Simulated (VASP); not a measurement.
Fe, 1 atom in the cell. The structure is cubic, space group Im-3m (No. 229). Conventional cell: a = 2.693 Å, b = 2.693 Å, c = 2.693 Å, α = 90.00°, β = 90.00°, γ = 90.00°. Within 3.1 Å of Fe (site symmetry m-3m) lie 14 Fe at 2.33 to 2.69 Å. 

- Program: VASP 6.6.1
- Task: single point
- Functional: PBEsol
- Potentials or basis: VASP PAW PBE potentials, release 64 (Fe)
- Cutoff: 520 eV
- k mesh: 13 × 13 × 13
- Occupations: fermi-dirac, width 0.05 eV
- Spin: collinear spin, ferromagnetic start
- Starting moments: [3.0] μB
- Dipole correction: no
- Further INCAR settings: ALGO = Normal; EDIFF = 1e-06; NBANDS = 14

Potentials or basis: VASP PAW PBE potentials, release 64 (Fe).

Launch:

```bash
$ cat potpaw_PBE.64/Fe/POTCAR > POTCAR
$ mpirun -np 1 vasp_std > vasp.out
```

Hardware: 1 thread of Intel Xeon 8259CL, on a shared host.

Task: Estimate the wall time of this run.

Result: Run time: 49 s on 1 thread of Intel Xeon 8259CL, with other jobs on the host, peak memory 0.14 GiB. Counts: scf iterations 16, k points 84.
